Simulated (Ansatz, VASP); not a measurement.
**BN in VASP and in Ansatz**

```
B N
1.0
     2.42887    0.00000    0.00000
    -1.21444    2.23358    0.00000
     0.00000    0.00000    6.66120
B N
2 2
Direct
  0.33333 0.66667 0.25000
  0.66667 0.33333 0.75000
  0.33333 0.66667 0.75000
  0.66667 0.33333 0.25000
```

Change from the starting cell: strain -0.0300 x Voigt [1, -1, 0, 0, 0, 0], atoms carried along.

Alike in both runs: task single point; functional r2SCAN; k mesh 12 × 12 × 4; occupations gaussian, width 0.05 eV; no spin polarisation.

|  | VASP | Ansatz |
| --- | --- | --- |
| version | VASP 6.6.1 | Ansatz 0.2.0 |
| potentials or method | VASP PAW PBE potentials, release 64 (B, N), cutoff 520 eV | scalar-relativistic, plane waves, PAW |
| valence electrons in the cell | 16 | 16 |

```csv
,VASP,Ansatz,Ansatz less VASP
gap on the k mesh at the Fermi level (eV),4.52,4.48,-0.035
least direct gap on the mesh (eV),5.31,5.28,-0.038
pressure (GPa),0.9,0.5,-0.39
"traceless stress, the component that is largest in VASP (GPa)",23.35,23.00,-0.353
rms of the force components (eV/Å),0.350,0.349,-0.0011
```

VASP's potentials were made for PBE, not for r2SCAN. Atom by atom the forces differ by 0.001 eV/Å (rms over components). The functional is the same, so the differences come from potentials, cutoffs and numerics.
